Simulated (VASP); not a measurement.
# Ba (P6/mmm) in VASP: a series of runs

Runs on Ba. Level: LDA. Tasks: relaxation of cell and atoms.

Everything below comes from runs of VASP 6.6.1. Logs are shortened: lines on timing, memory, paths and dates and some standing lists are left out, and cuts for length are marked.

### 1 The cell of the first run

The structure is hexagonal, space group P6/mmm (No. 191). Conventional cell: a = 4.035 Å, b = 4.035 Å, c = 3.737 Å, α = 90.00°, β = 90.00°, γ = 120.00°. Within 4.9 Å of Ba (site symmetry 6/mmm) lie 8 Ba at 3.74 to 4.03 Å.

This isn't the form of Ba at room conditions, which is bcc.

### 2 Relaxation of cell and atoms, LDA, target pressure -0.15 GPa, at which the enthalpy is minimised

The input, INCAR:

```
SYSTEM = Ba
PREC = Accurate ; ENCUT = 600
EDIFF = 1E-7 ; ISMEAR = -1
SIGMA = 0.1 ; LREAL = .FALSE.
LASPH = .TRUE. ; NELM = 60
ALGO = Normal ; ISIF = 3
LWAVE = .FALSE. ; LCHARG = .FALSE.
IBRION = 2 ; NSW = 32
EDIFFG = -0.005 ; PSTRESS = -1.5
```

The input, KPOINTS:

```
Automatic mesh
0
G
  11 11 10
  0 0 0
```

The input, POSCAR:

```
Ba
1.0
    4.0348676742      0.0000000000      0.0000000000
   -2.0174338371      3.4942979068      0.0000000000
    0.0000000000      0.0000000000      3.7371996635
Ba
1
Direct
    0.0000000000      0.0000000000      0.0000000000
```

Potentials or basis: VASP PAW LDA potentials, release 64 (Ba_sv).

The run is started by

```bash
$ cat potpaw_LDA.64/Ba_sv/POTCAR > POTCAR
$ mpirun -np 1 vasp_std > vasp.out
```

OUTCAR:

```text
SYSTEM = Ba
   PREC = Accurate
   ENCUT = 600
   EDIFF = 1E-7
   ISMEAR = -1
   LREAL = .FALSE.
   LASPH = .TRUE.
   NELM = 60
   ISIF = 3
   IBRION = 2
   NSW = 32
   EDIFFG = -0.005
   PSTRESS = -1.5

 ion  position               nearest neighbor table
   1  0.000  0.000  0.000-

  LATTYP: Found a hexagonal cell.
 ALAT       =     4.0348676742
 C/A-ratio  =     0.9262260786

  Lattice vectors:

 A1 = (   4.0348676742,   0.0000000000,   0.0000000000)
 A2 = (  -2.0174338371,   3.4942979068,   0.0000000000)
 A3 = (   0.0000000000,   0.0000000000,   3.7371996635)

Analysis of symmetry for initial positions (statically):
=====================================================================
 Subroutine PRICEL returns:
 Original cell was already a primitive cell.

 Routine SETGRP: Setting up the symmetry group for a
 hexagonal supercell.

 Subroutine GETGRP returns: Found 24 space group operations
 (whereof 24 operations were pure point group operations)
 out of a pool of 24 trial point group operations.

The static configuration has the point symmetry D_6h.

Analysis of symmetry for dynamics (positions and initial velocities):
=====================================================================
 Subroutine PRICEL returns:
 Original cell was already a primitive cell.

 Routine SETGRP: Setting up the symmetry group for a
 hexagonal supercell.

 Subroutine GETGRP returns: Found 24 space group operations
 (whereof 24 operations were pure point group operations)
 out of a pool of 24 trial point group operations.

The dynamic configuration has the point symmetry D_6h.

 Subroutine INISYM returns: Found 24 space group operations
 (whereof 24 operations are pure point group operations),
 and found     1 'primitive' translations

----------------------------------------------------------------------------------------

                                     Primitive cell

  volume of cell :      52.6909

  direct lattice vectors                    reciprocal lattice vectors
     4.034867674  0.000000000  0.000000000     0.247839602  0.143090261  0.000000000
    -2.017433837  3.494297907  0.000000000     0.000000000  0.286180522  0.000000000
     0.000000000  0.000000000  3.737199664     0.000000000  0.000000000  0.267580031

  length of vectors
     4.034867674  4.034867674  3.737199664     0.286180522  0.286180522  0.267580031

  position of ions in fractional coordinates (direct lattice)
     0.000000000  0.000000000  0.000000000

  ion indices of the primitive-cell ions
   primitive index   ion index
                 1           1

----------------------------------------------------------------------------------------

 KPOINTS: Automatic mesh

Automatic generation of k-mesh.
 Grid dimensions read from file:
 generate k-points for:   11   11   10

 Generating k-lattice:

  Cartesian coordinates                     Fractional coordinates (reciprocal lattice)
     0.022530873  0.013008206  0.000000000     0.090909091  0.000000000  0.000000000
     0.000000000  0.026016411  0.000000000     0.000000000  0.090909091  0.000000000
     0.000000000  0.000000000  0.026758003     0.000000000  0.000000000  0.100000000

  Length of vectors
     0.026016411  0.026016411  0.026758003

  Shift w.r.t. Gamma in fractional coordinates (k-lattice)
     0.000000000  0.000000000  0.000000000

 Subroutine IBZKPT returns following result:
 ===========================================

 Found     96 irreducible k-points:

 Following reciprocal coordinates:
            Coordinates               Weight
  0.000000  0.000000  0.000000      1.000000
  0.090909 -0.000000  0.000000      6.000000
  0.181818 -0.000000  0.000000      6.000000
  0.272727 -0.000000  0.000000      6.000000
  0.363636 -0.000000  0.000000      6.000000
  0.454545 -0.000000  0.000000      6.000000
[... 16 lines left out ...]
  0.090909  0.090909  0.100000     12.000000
  0.181818  0.090909  0.100000     24.000000
 [... further k-points ...]
   k-points           NKPTS =     96   k-points in BZ     NKDIM =     96   number of bands    NBANDS=      9
   number of dos      NEDOS =    301   number of ions     NIONS =      1
   total plane-waves  NPLWV =  30720
   dimension x,y,z NGX =    32 NGY =   32 NGZ =   30
   dimension x,y,z NGXF=    64 NGYF=   64 NGZF=   60
   ions per type =               1
   NGX,Y,Z   is equivalent  to a cutoff of  13.18, 13.18, 13.35 a.u.
   NGXF,Y,Z  is equivalent  to a cutoff of  26.37, 26.37, 26.69 a.u.
 SYSTEM =  Ba
   PREC   = accura    normal or accurate (medium, high low for compatibility)
   ISTART =      0    job   : 0-new  1-cont  2-samecut
   ICHARG =      2    charge: 1-file 2-atom 10-const
   ISPIN  =      1    spin polarized calculation?
   LNONCOLLINEAR =      F non collinear calculations
   LSORBIT =      F    spin-orbit coupling
   LASPH  =      T    aspherical Exc in radial PAW
   ENCUT  =  600.0 eV  44.10 Ry    6.64 a.u.   8.06  8.06  7.46*2*pi/ulx,y,z
   NELM   =     60;   NELMIN=  2; NELMDL= -5     # of ELM steps
   EDIFF  = 0.1E-06   stopping-criterion for ELM
   LREAL  =      F    real-space projection
   EDIFFG = -.5E-02   stopping-criterion for IOM
   NSW    =     32    number of steps for IOM
   IBRION =      2    ionic relax: 0-MD 1-quasi-New 2-CG
   NFREE  =      1    steps in history (QN), initial steepest desc. (CG)
   ISIF   =      3    stress and relaxation
   ISYM   =      2    0-nonsym 1-usesym 2-fastsym
   POTIM  = 0.5000    time-step for ionic-motion
   TEBEG  =    0.0;   TEEND  =   0.0 temperature during run
   PSTRESS=   -1.5 pullay stress
   NELECT =      10.0000    total number of electrons
   NUPDOWN=      -1.0000    fix difference up-down
   EMIN   =  10.00;   EMAX   =-10.00  energy-range for DOS
   EFERMI =   0.00;   METHOD = LEGACY
   ISMEAR =    -1;   SIGMA  =   0.10  broadening in eV -4-tet -1-fermi 0-gaus
   EFERMI_NEDOS =   21; number of points for ismear=-14 and -15
   IALGO  =     38    algorithm
   IMIX   =      4    mixing-type and parameters
     AMIX     =   0.40;   BMIX     =  1.00
     AMIX_MAG =   1.60;   BMIX_MAG =  1.00
  volume/ion in A,a.u.               =      52.69       355.58
  Fermi-wavevector in a.u.,A,eV,Ry     =   0.940798  1.777850 12.042525  0.885101
  Thomas-Fermi vector in A             =   2.068245
   LORBIT       =      0    0 simple, 1 ext, 2 COOP (PROOUT), +10 PAW based schemes
   GGA     = CA    functional components
   LHFCALC =     F    Hartree Fock is set to
   AEXX    =    0.0000 exact exchange contribution
   IVDW    =     0    specifies the selected vdW correction
   LEPSILON=     F    determine dielectric tensor
   LRPA    =     F    only Hartree local field effects (RPA)
 conjugate gradient relaxation of ions
 non-spin polarized calculation
  energy-cutoff  :      600.00
  volume of cell :       52.69
 maximum number of plane-waves:      1782
   NGX = 17   NGY = 17   NGZ = 15

--------------------------------------- Ionic step        1  -------------------------------------------

 number of electron      10.0000000 magnetization

 Free energy of the ion-electron system (eV)
  ---------------------------------------------------
  ext. energy  EPLUGINS =         0.00000000
  ---------------------------------------------------
  free energy    TOTEN  =        -2.10578702 eV

  energy without entropy =       -2.06349606  energy(sigma->0) =       -2.08464154

------------------------ aborting loop because EDIFF is reached ----------------------------------------

  FORCE on cell =-STRESS in cart. coord.  units (eV):
  Direction    XX          YY          ZZ          XY          YZ          ZX
  --------------------------------------------------------------------------------------
  -------------------------------------------------------------------------------------
  Total       -0.0108139     -0.0108139      0.0317057     -0.0000000     -0.0000000      0.0000000
  in kB       -0.3288193     -0.3288193      0.9640787     -0.0000000     -0.0000000      0.0000000
  external PRESSURE =       1.6021467 kB  Pullay stress =      -1.5000000 kB

 VOLUME and BASIS-vectors are now :
 -----------------------------------------------------------------------------
  energy-cutoff  :      600.00
  volume of cell :       52.69
      direct lattice vectors                 reciprocal lattice vectors
     4.034867674  0.000000000  0.000000000     0.247839602  0.143090261  0.000000000
    -2.017433837  3.494297907  0.000000000     0.000000000  0.286180522  0.000000000
     0.000000000  0.000000000  3.737199664     0.000000000  0.000000000  0.267580031
[... 81 lines left out ...]
  FREE ENERGIE OF THE ION-ELECTRON SYSTEM (eV)
  ---------------------------------------------------
  free  energy   TOTEN  =        -2.1053887408 eV

  energy  without entropy=       -2.0626771363  energy(sigma->0) =       -2.08403294

  enthalpy is  TOTEN    =        -2.1556382543 eV   P V=       -0.0502495135

--------------------------------------- Ionic step        4  -------------------------------------------

 number of electron       9.9999999 magnetization

 Free energy of the ion-electron system (eV)
  ---------------------------------------------------
  ext. energy  EPLUGINS =         0.00000000
  ---------------------------------------------------
  free energy    TOTEN  =        -2.10543953 eV

  energy without entropy =       -2.06275228  energy(sigma->0) =       -2.08409591

 E-fermi :   2.0101     XC(G=0):  -8.1471

 val. band max:        1.9861536585   @ k =   0.4545  -0.0000   0.4000
 cond. band min:       2.0108150242   @ k =   0.0909  -0.0000   0.0000
 fundamental gap:      0.0246613657
 Fermi energy:         2.0100630196

 k-point     1 :       0.0000    0.0000    0.0000
  band No.  band energies     occupation
      1     -26.8068      2.00000
      2     -11.5857      2.00000
      3     -11.5857      2.00000
      4     -11.5206      2.00000
      5      -0.7432      2.00000
      6       1.9278      1.38941
      7       3.8441      0.00000
      8       3.8441      0.00000
      9       7.6347      0.00000

 k-point     2 :       0.0909   -0.0000    0.0000
  band No.  band energies     occupation
      1     -26.7996      2.00000
      2     -11.6621      2.00000
      3     -11.6021      2.00000
      4     -11.5127      2.00000
      5      -0.5670      2.00000
      6       2.0108      0.99624
      7       3.5810      0.00000
      8       4.0205      0.00000
      9       7.2267      0.00000
[... 253 lines left out ...]
 k-point    24 :       0.1818    0.0909    0.1000
  band No.  band energies     occupation
      1     -26.7544      2.00000
      2     -11.9902      2.00000
      3     -11.6886      2.00000
      4     -11.5842      2.00000
      5       0.4618      2.00000
      6       2.5404      0.00990
      7       2.9146      0.00024
      8       5.0412      0.00000
      9       5.7224      0.00000

 [... further k-points ...]

------------------------ aborting loop because EDIFF is reached ----------------------------------------

  FORCE on cell =-STRESS in cart. coord.  units (eV):
  Direction    XX          YY          ZZ          XY          YZ          ZX
  --------------------------------------------------------------------------------------
  -------------------------------------------------------------------------------------
  Total       -0.0477988     -0.0477988     -0.0525446      0.0000000      0.0000000      0.0000000
  in kB       -1.4282332     -1.4282332     -1.5700388      0.0000000      0.0000000      0.0000000
  external PRESSURE =       0.0244983 kB  Pullay stress =      -1.5000000 kB

 VOLUME and BASIS-vectors are now :
 -----------------------------------------------------------------------------
  energy-cutoff  :      600.00
  volume of cell :       53.62
      direct lattice vectors                 reciprocal lattice vectors
     4.052113809  0.000000000  0.000000000     0.246784776  0.142481257  0.000000000
    -2.026056905  3.509233498  0.000000000     0.000000000  0.284962514  0.000000000
     0.000000000 -0.000000000  3.770807414     0.000000000 -0.000000000  0.265195193

 POSITION                                       TOTAL-FORCE (eV/Angst)
 -----------------------------------------------------------------------------------
      0.00000      0.00000      0.00000         0.000000      0.000000      0.000000
 -----------------------------------------------------------------------------------
    total drift:                                0.000000      0.000000     -0.000000

  FREE ENERGIE OF THE ION-ELECTRON SYSTEM (eV)
  ---------------------------------------------------
  free  energy   TOTEN  =        -2.1054395317 eV

  energy  without entropy=       -2.0627522802  energy(sigma->0) =       -2.08409591

  enthalpy is  TOTEN    =        -2.1556401342 eV   P V=       -0.0502006026

 reached required accuracy - stopping structural energy minimisation
```

Wall time 98 s (1 thread of Intel Xeon Platinum 8488C (Sapphire Rapids), shared host); peak memory 0.2 GiB.

Results:

| Quantity | Value |
| --- | --- |
| Free energy | -2.1054 eV |
| Relaxed volume | 53.62 Å³/atom |
| Relaxed cell | a = 4.052 Å, b = 4.052 Å, c = 3.771 Å, α = 90.00°, β = 90.00°, γ = 120.00° |
| Space group after relaxing (to 0.1 Å) | P6/mmm (No. 191) |
| Energy change on relaxing (the run minimises the enthalpy) | +0.3 meV/atom |
| Ionic steps | 4 |
| Pressure after relaxing | -0.1 GPa |
| Band gap on the k mesh | zero (bands 5 and 6 overlap by 0.67 eV) |

The path:
```csv
step,energy change (eV),largest force (eV/Å),pressure (GPa),volume (Å³)
1,0.0000,0.0000,0.01,52.69
2,0.0000,0.0000,-0.06,53.09
3,0.0004,0.0000,-0.16,53.67
4,0.0003,0.0000,-0.15,53.62
```

Final structure:
```xyz
1
Lattice="4.0521 0.0000 0.0000 -2.0261 3.5092 0.0000 0.0000 0.0000 3.7708" Properties=species:S:1:pos:R:3 pbc="T T T"
Ba    0.0000    0.0000    0.0000
```

Levels at points of the mesh, in eV from the Fermi level:
```csv
k point,band 3,band 4,band 5,band 6,band 7,band 8
"(0.00, 0.00, 0.00)",-13.60,-13.53,-2.75,-0.08,1.83,1.83
"(0.00, 0.00, 0.50)",-13.49,-13.49,-0.81,1.08,2.47,2.47
```

Caveat: the cell is relaxed towards a set pressure, so the run minimises the enthalpy, not the energy; spin-orbit coupling is left out, which moves the levels of the heavy elements.

[end of part 1 of 2]
